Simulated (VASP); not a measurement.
A run of VASP 6.6.1 is set up as follows.

The input INCAR:

```
PREC = Accurate ; ENCUT = 520
EDIFF = 1E-6 ; ISMEAR = 0
SIGMA = 0.05 ; LREAL = False
LASPH = True ; NELM = 150
ALGO = Normal ; ISIF = 2
LWAVE = False ; LCHARG = False
ISPIN = 2 ; MAGMOM = 2.77 0 0
LORBIT = 11 ; LMAXMIX = 4
GGA = PE ; NBANDS = 24
```

File KPOINTS:

```
regular mesh
0
Gamma
  14 14 6
```

POSCAR

```
MnO2
1.0
    2.8775091420      0.0000000000      0.0000000000
   -1.4387545710      2.4919960166      0.0000000000
    0.0000000000      0.0000000000      5.6615457446
Mn O
1 2
Direct
    0.0000000000      0.0000000000      0.0000000000
    0.3333333333      0.6666666667      0.1686438398
    0.6666666667      0.3333333333      0.8313561602
```

Potentials or basis: VASP PAW PBE potentials, release 64 (Mn_pv, O).

The run is started by

```sh
$ cat potpaw_PBE.64/Mn_pv/POTCAR potpaw_PBE.64/O/POTCAR > POTCAR
$ mpirun -np 1 vasp_std > vasp.out
```

Task: Estimate the band gap on the k mesh.

Result: 1.01 eV, indirect (least direct gap 1.06 eV).

Task: What does it give for the site moments?

Result: Mn +2.85; O +0.04 μB.

Forces on the atoms (eV/Å):
```
Mn   0.000  0.000  0.000
O    0.000  0.000  0.089
O    0.000  0.000 -0.089
```

Caveat: a cell with one magnetic atom can't hold antiferromagnetic order, which such compounds often take. A k mesh can miss the band edges.
